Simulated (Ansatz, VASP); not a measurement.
## Hf3O in VASP and in Ansatz

```xyz
4
Lattice="4.0153 0.0000 0.0000 0.0000 4.0153 0.0000 0.0000 0.0000 4.0153" Properties=species:S:1:pos:R:3 pbc="T T T"
Hf    0.0000    2.0077    2.0077
Hf    2.0077    0.0000    2.0077
Hf    2.0077    2.0077    0.0000
O     0.0000    0.0000    0.0000
```

Alike in both runs: task relaxation of cell and atoms; functional PBE; k mesh 4 × 4 × 4; occupations gaussian, width 0.1 eV; no spin polarisation.

|  | VASP | Ansatz |
| --- | --- | --- |
| version | VASP 6.6.1 | Ansatz 0.2.0 |
| potentials or method | VASP PAW PBE potentials, release 64 (Hf_pv, O), cutoff 600 eV | scalar-relativistic, plane waves, PAW |
| valence electrons in the cell | 36 | 84 |

```tsv
	VASP	Ansatz	Ansatz less VASP
gap on the k mesh at the Fermi level, each at its own relaxed structure (eV)	none	none	-
relaxed volume (Å³/atom)	18.61	18.67	+0.059
relaxed cell length with the largest relative difference (Å)	4.207	4.211	+0.0045
```

A gap of «none» marks a metal or a gap that the smearing closes. VASP's potentials hold 36 valence electrons a cell and Ansatz's 84, so a difference there can come from the potentials and not from the codes.

The k mesh is coarse, so the values compare programs but aren't converged. Spin-orbit coupling is off throughout.
